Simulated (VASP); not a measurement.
Set up this calculation in VASP 6.6.1, as the native input.

| Quantity | Value |
| --- | --- |
| Task | single point |
| Functional | PBE |
| Potentials or basis | VASP PAW PBE potentials, release 64 (Mo_sv, S) |
| Cutoff | 520 eV |
| k mesh | 6 × 6 × 5 |
| Occupations | fermi-dirac, width 0.05 eV |
| Spin | no spin polarisation |
| Dipole correction | no |
| Further INCAR settings | ALGO = Normal; EDIFF = 1e-06; NBANDS = 20 |

The structure of MoS2 lies in POSCAR:

```
MoS2
1.0
    2.7702474511     -1.5997181105      0.0114507668
    2.7702474511      1.5997181105      0.0114507668
    0.0134206374      0.0000000000      7.0890310703
Mo S
1 2
Direct
    0.0000000000      0.0000000000      0.0000000000
    0.6649266325      0.6649266325      0.2225760518
    0.3350733675      0.3350733675      0.7774239482
```

The input as run:

INCAR

```
SYSTEM = MoS2
PREC = Accurate
ENCUT = 520
EDIFF = 1E-6
ISMEAR = -1
SIGMA = 0.05
LREAL = .FALSE.
LASPH = .TRUE.
NELM = 60
ALGO = Normal
ISIF = 2
LWAVE = .FALSE.
LCHARG = .FALSE.
GGA = PE
NBANDS = 20
```

KPOINTS

```
regular mesh
0
G
  6 6 5
  0 0 0
```

Potentials or basis: VASP PAW PBE potentials, release 64 (Mo_sv, S).

Launch:

```console
$ cat potpaw_PBE.64/Mo_sv/POTCAR potpaw_PBE.64/S/POTCAR > POTCAR
$ mpirun -np 1 vasp_std > vasp.out
```

Results of the run:

| Item | Value |
| --- | --- |
| Pressure | -0.1 GPa |
| Largest force | 0.009 eV/Å |
| Band gap on the k mesh | zero (bands 13 and 14 overlap by 0.82 eV) |

Caveat: the k points lie up to 0.38 Å⁻¹ apart, too coarse for converged energies and pressures of a metal; this functional lacks dispersion, which binds the layers, so the pressure and a relaxed spacing across them are unreliable.

It took 89 s on 1 thread of Intel Xeon 8259CL, with other jobs on the host, peak memory 0.22 GiB.
